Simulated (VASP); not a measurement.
Input of a VASP 6.6.1 run:

Contents of INCAR:

```
SYSTEM = Ca2Si
PREC = Accurate
ENCUT = 520
EDIFF = 1E-6
ISMEAR = 0
SIGMA = 0.05
LREAL = .False.
LASPH = .True.
NELM = 60
ALGO = Fast
ISIF = 2
LWAVE = .False.
LCHARG = .False.
NBANDS = 19
```

The input KPOINTS:

```
regular mesh
0
Gamma
  8 8 8
  0 0 0
```

The input POSCAR:

```
Ca2Si
1.0
    0.0000000000      3.3791655132      3.7468467348
    3.3791655132      0.0000000000      3.7468467348
    3.3791655132      3.3791655132      0.0000000000
Ca Si
2 1
Direct
    0.7422466805      0.7422466805      0.7577533195
    0.2577533195      0.2577533195      0.2422466805
    0.0000000000      0.0000000000      0.0000000000
```

Potentials or basis: VASP PAW LDA potentials, release 64 (Ca_sv, Si).

The run is started by

```sh
$ cat potpaw_LDA.64/Ca_sv/POTCAR potpaw_LDA.64/Si/POTCAR > POTCAR
$ mpirun -np 1 vasp_std > vasp.out
```

**Question.** What does it give for the largest force?

**Answer.** 0.207 eV/Å.

**Question.** Estimate the pressure.

**Answer.** 0.2 GPa.

Stress tensor (GPa, compression positive):
```
 2.61 -0.53  0.00
-0.53  2.61  0.00
 0.00  0.00 -4.76
```

Caveat: the cell differs from its parent crystal (mode 6 frozen in at -0.054 Å, strain +e along z and -e/2 along x and y +0.0700).
